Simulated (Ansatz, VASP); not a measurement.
## AlN in VASP and in Ansatz

File POSCAR:

```
AlN
1.0
    0.0000000000      2.0289627935      2.0289627935
    2.0289627935      0.0000000000      2.0289627935
    2.0289627935      2.0289627935      0.0000000000
Al N
1 1
Direct
    0.0000000000      0.0000000000      0.0000000000
    0.5000000000      0.5000000000      0.5000000000
```

File INCAR.step1:

```
ALGO = Normal ; EDIFF = 1E-4
ENCUT = 520 ; GGA = PE
ISMEAR = 0 ; LASPH = T
LCHARG = F ; LREAL = F
LWAVE = T ; NBANDS = 11
NELM = 100 ; PREC = Accurate
SIGMA = 0.01
```

INCAR.step2

```
ALGO = Normal ; EDIFF = 1E-7
ENCUT = 520 ; ISIF = 2
ISMEAR = 0 ; ISTART = 1
LASPH = T ; LCHARG = F
LMIXTAU = T ; LREAL = F
LWAVE = F ; METAGGA = R2SCAN
NBANDS = 11 ; NELM = 100
PREC = Accurate ; SIGMA = 0.01
```

File KPOINTS:

```
k-points
0
Gamma
  10 10 10
```

Input for Ansatz:

```yaml
crystal:
  lattice:
    - [0.0, 2.0289627935, 2.0289627935]
    - [2.0289627935, 0.0, 2.0289627935]
    - [2.0289627935, 2.0289627935, 0.0]
  atoms:
    - { symbol: Al, position: [0.0, 0.0, 0.0] }
    - { symbol: "N", position: [0.5, 0.5, 0.5] }
kpoints:
  mp_grid: { grid: [10, 10, 10] }
  band_path:
    path:
      - [0.0, 0.0, 0.0]
      - [0.5, 0.0, 0.5]
      - [0.625, 0.25, 0.625]
      - [0.375, 0.375, 0.75]
      - [0.5, 0.5, 0.5]
      - [0.5, 0.25, 0.75]
    npoints: 1
hamiltonian:
  xc: r2scan
scf:
  occupations: { method: fixed }
  n_extra_bands: 4
output:
  forces: true
  stress: true
  eigenvalues: true
```

Change from the starting cell: hydrostatic strain +0.5%.

Alike in both runs: task single point; functional r2SCAN; k mesh 10 × 10 × 10; no spin polarisation.

|  | VASP | Ansatz |
| --- | --- | --- |
| version | VASP 6.6.1 | Ansatz 0.2.0 |
| potentials or method | VASP PAW PBE potentials, release 64 (Al, N) | plane waves, PAW |
| plane-wave cutoff (eV) | 520 | 500 |
| occupations | gaussian, width 0.01 eV | fixed |
| valence electrons in the cell | 8 | 8 |

|  | VASP | Ansatz | Ansatz less VASP |
| --- | --- | --- | --- |
| gap on the k mesh at the Fermi level (eV) | 5.38 | 5.37 | -0.005 |
| pressure (GPa) | -4.8 | -4.0 | +0.80 |

VASP's potentials were made for PBE, not for r2SCAN.
